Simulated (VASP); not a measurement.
**SiC: single point with PBE+D3(BJ)**

The system is SiC.

```
CELL_PARAMETERS angstrom
1.74078 -0.09160 -2.89342
-2.61943 -4.70517 -0.10847
-2.71253 4.75957 0.10553
ATOMIC_POSITIONS crystal
Si 0.82890 0.40183 0.77555
Si 0.89719 0.17848 0.18188
Si 0.11578 0.86628 0.83200
C 0.04610 0.83968 0.46533
C 0.13170 0.16452 0.53966
C 0.98033 0.54921 0.20558
```

```json
{
 "Program": "VASP 6.6.1",
 "Task": "single point",
 "Functional": "PBE",
 "Dispersion": "D3(BJ)",
 "Potentials or basis": "VASP PAW PBE potentials, release 64 (Si, C)",
 "Cutoff": "520 eV",
 "k mesh": "12 × 8 × 8",
 "Occupations": "gaussian, width 0.01 eV",
 "Spin": "no spin polarisation"
}
```

```
Pressure                   : 0.0 GPa
Largest force              : 0.059 eV/Å
Band gap on the k mesh     : zero (band 12 reaches 7.84 eV, above the bottom of band 13 at 7.76 eV)
Dispersion energy per atom : -0.273 eV
```

Forces on the atoms (eV/Å):
```
Si  -0.005 -0.012 -0.001
Si   0.010 -0.001  0.005
Si  -0.005  0.007  0.002
C   -0.038  0.017 -0.004
C   -0.020 -0.020 -0.008
C    0.058  0.010  0.006
```

Stress tensor (GPa, compression positive):
```
 0.14  0.07  0.03
 0.07 -0.07  0.02
 0.03  0.02 -0.10
```

Levels at points of the mesh, in eV from the Fermi level:
```
           k point  band 9  band 10  band 11  band 12  band 13  band 14  band 15  band 16
(0.00, 0.00, 0.00)   -2.53    -2.45    -1.20    -0.72     1.19     1.87     2.86     3.25
(0.50, 0.00, 0.00)   -3.89    -3.59    -3.39    -1.48     1.40     2.32     3.09     3.27
(0.00, 0.50, 0.00)   -3.32    -2.30    -2.05     0.08     1.25     1.74     2.08     3.47
(0.50, 0.50, 0.00)   -4.42    -4.02    -3.35    -2.99     0.57     1.89     2.84     3.82
(0.00, 0.00, 0.50)   -3.78    -1.82    -1.44    -0.65     0.94     1.28     2.91     3.16
(0.50, 0.00, 0.50)   -4.84    -4.02    -3.26    -2.60     0.00     1.34     2.37     2.89
(0.00, 0.50, 0.50)   -3.99    -2.83    -2.78    -0.03     0.26     1.37     1.78     3.72
(0.50, 0.50, 0.50)   -5.07    -4.23    -2.03    -1.51     0.44     1.71     3.65     3.83
```

Wall time 14 min on 1 thread of Oxide Virtual Turin-like Processor, on a shared host, peak memory 0.52 GiB.

Caveat: pairwise dispersion overbinds metals, which lowers pressure and volume.
